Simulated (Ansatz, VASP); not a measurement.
**Si3Ge in VASP and in Ansatz**

File INCAR:

```
SYSTEM = Si3Ge
ALGO     = Normal         ! electronic algorithm
EDIFF    = 1E-7           ! SCF threshold, eV
EDIFFG   = -0.01          ! ionic threshold
ENCUT    = 600            ! plane-wave cutoff, eV
GGA      = PE             ! functional
IBRION   = 2              ! ionic algorithm
ISIF     = 3              ! what is computed and relaxed
ISMEAR   = 0              ! smearing method
LASPH    = .TRUE.         ! aspherical terms in the spheres
LCHARG   = .FALSE.        ! write CHGCAR
LREAL    = .FALSE.        ! projectors in reciprocal space
LWAVE    = .FALSE.        ! write WAVECAR
NELM     = 100            ! most SCF steps
NSW      = 100            ! ionic steps
PREC     = Accurate       ! precision mode
SIGMA    = 0.1            ! smearing width, eV
```

KPOINTS

```
k-points
0
G
  12 12 12
  0 0 0
```

The input POSCAR:

```
Si3Ge
1.0
    2.4658268458      1.4236457932      4.3442019988
   -2.4658268458      1.4236457932      4.3442019988
    0.0000000000     -2.8472915864      4.3442019988
Si Ge
3 1
Direct
    0.0000000000      0.0000000000      0.5000000000
    0.5000000000      0.0000000000      0.0000000000
    0.0000000000      0.5000000000      0.0000000000
    0.0000000000      0.0000000000      0.0000000000
```

Input for Ansatz:

```yaml
crystal:
  lattice:
    - [2.4658268458, 1.4236457932, 4.3442019988]
    - [-2.4658268458, 1.4236457932, 4.3442019988]
    - [0.0, -2.8472915864, 4.3442019988]
  atoms:
    - { symbol: Si, position: [0.0, 0.0, 0.5] }
    - { symbol: Si, position: [0.5, 0.0, 0.0] }
    - { symbol: Si, position: [0.0, 0.5, 0.0] }
    - { symbol: Ge, position: [0.0, 0.0, 0.0] }
basis:
  ecutwfc: 420
kpoints:
  mp_grid: { grid: [12, 12, 12] }
hamiltonian:
  xc: pbe
scf:
  occupations: { method: gaussian, width: 0.1 }
output:
  forces: true
  stress: true
  eigenvalues: true
  write_density: true
  write_potential: true
  elf: true
  volumetric_format: npy
relax:
  adjacent_minimum: "off"
  f_tol: 0.01
  max_steps: 80
  cell: { stress_tol: 0.05 }
```

Alike in both runs: task relaxation of cell and atoms; functional PBE; k mesh 12 × 12 × 12; occupations gaussian, width 0.1 eV; no spin polarisation.

```csv
,VASP,Ansatz
version,VASP 6.6.1,Ansatz 0.2.0
potentials or method,"VASP PAW PBE potentials, release 64 (Si, Ge_d), cutoff 600 eV","scalar-relativistic, plane waves, PAW"
valence electrons in the cell,26,26
```

|  | VASP | Ansatz | Ansatz less VASP |
| --- | --- | --- | --- |
| gap on the k mesh at the Fermi level, each at its own relaxed structure (eV) | none | none | - |
| relaxed volume (Å³/atom) | 22.88 | 22.90 | +0.023 |
| relaxed length of the cell vector where the two differ most in proportion (Å) | 5.175 | 5.176 | +0.0014 |

A gap of «none» marks a metal or a gap that the smearing closes.
